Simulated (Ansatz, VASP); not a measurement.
# Hf3SnS4 in VASP and in Ansatz

```
Hf Sn S
1.0
    -3.27840    3.27840    4.96599
     3.27840   -3.27840    4.96599
     3.27840    3.27840   -4.96599
Hf Sn S
3 1 4
Direct
  0.50000 0.00000 0.50000
  0.00000 0.50000 0.50000
  0.00000 0.00000 0.00000
  0.50000 0.50000 0.00000
  0.75000 0.25000 0.50000
  0.25000 0.75000 0.50000
  0.26033 0.26033 0.00000
  0.73967 0.73967 0.00000
```

Alike in both runs: task relaxation of cell and atoms; functional PBE; k mesh 3 × 3 × 3; occupations gaussian, width 0.15 eV; no spin polarisation.

```csv
,VASP,Ansatz
version,VASP 6.6.1,Ansatz 0.2.0
potentials or method,"VASP PAW PBE potentials, release 64 (Hf_pv, Sn_d, S), cutoff 500 eV","scalar-relativistic, plane waves, PAW"
valence electrons in the cell,68,116
```

|  | VASP | Ansatz | Ansatz less VASP |
| --- | --- | --- | --- |
| gap on the k mesh at the Fermi level, each at its own relaxed structure (eV) | none | none | - |
| relaxed volume (Å³/atom) | 24.71 | 24.55 | -0.166 |
| relaxed length of the cell vector where the two differ most in proportion (Å) | 6.681 | 6.679 | -0.0016 |

A gap of «none» marks a metal or a gap that the smearing closes. VASP's potentials hold 68 valence electrons a cell and Ansatz's 116, so a difference there can come from the potentials and not from the codes.

The k mesh is coarse, so the values compare programs but aren't converged. Neither program's run includes spin-orbit coupling.
